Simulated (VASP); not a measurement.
Here is a VASP 6.6.1 calculation.

File INCAR:

```
SYSTEM = GeB16N15
ALGO = Normal
EDIFF = 1E-6
ENCUT = 520
GGA = PE
GGA_COMPAT = .False.
ISIF = 2
ISMEAR = -1
LASPH = .True.
LCHARG = .True.
LELF = .True.
LREAL = Auto
LVHAR = .True.
LWAVE = .False.
NBANDS = 90
NELECT = 136.0
NELM = 120
PREC = Accurate
SIGMA = 0.01
```

KPOINTS

```
Automatic mesh
0
Gamma
  1 1 1
  0.25 0.25 0.25
```

The input POSCAR:

```
GeB16N15
1.0
   -3.6241103800      3.6241103800     -3.6241103800
    3.6241103800      3.6241103800      3.6241103800
    3.6241103800     -3.6241103800     -3.6241103800
B N Ge
16 15 1
Direct
    0.0048388506      0.0080765365     -0.0008746048
   -0.0038607564      0.2510553237      0.7530013324
   -0.0038460987      0.5033615013      0.5007394955
    0.0048710905      0.7494840261      0.2577058612
    0.2478839384     -0.0074849935      0.7437737152
    0.1888262440      0.2511442891      0.5007694495
    0.2478351334      0.4941265677      0.2421264769
    0.2553302837      0.7531057005      0.0027884687
    0.4909603436     -0.0472482220      0.5007237254
    0.4908731910      0.2510927756      0.2023905138
    0.5064416752      0.5096902456      0.0023619926
    0.5064348545      0.7527265736      0.7593439226
    0.7438925021     -0.0012082215      0.2484768391
    0.7533000286      0.2510723360     -0.0013031055
    0.7892018820      0.5494799843      0.7991139989
    0.7533345853      0.7490613051      0.5007347273
    0.0040361659      0.0024228970      0.2520779463
    0.0022659520      0.2510838478     -0.0009333142
    0.0105331675      0.5061501750      0.7558077008
    0.0023015879      0.7494473171      0.5007459893
    0.2444097055     -0.0046644544     -0.0161330830
    0.2526443481      0.2510901720      0.7494277356
    0.2525918109      0.4998244609      0.5007482448
    0.2443875613      0.7341568248      0.2449174400
    0.5001917820     -0.0100098007      0.7565452422
    0.5001743485      0.5068781810      0.2396370460
    0.5039368010      0.7527510125      0.0024177771
    0.7555432158     -0.0040837795      0.5007383876
    0.7555007818      0.2510864236      0.2456349964
    0.7612817449      0.5122174241      0.0176187847
    0.7612716484      0.7679676968      0.7618442385
    0.5188411740      0.2510535573      0.5007360584
```

Potentials or basis: VASP PAW PBE potentials, release 64 (B, N, Ge_d).

Command:

```sh
$ cat potpaw_PBE.64/B/POTCAR potpaw_PBE.64/N/POTCAR potpaw_PBE.64/Ge_d/POTCAR > POTCAR
$ mpirun -np 1 vasp_std > vasp.out
```

(1) Estimate the largest force.

Results:

(1) 0.058 eV/Å.

Caveat: the k points lie up to 1.23 Å⁻¹ apart, too coarse for converged energies, forces and pressures; the cell carries a net charge on a neutralising background, which shifts energy and pressure.
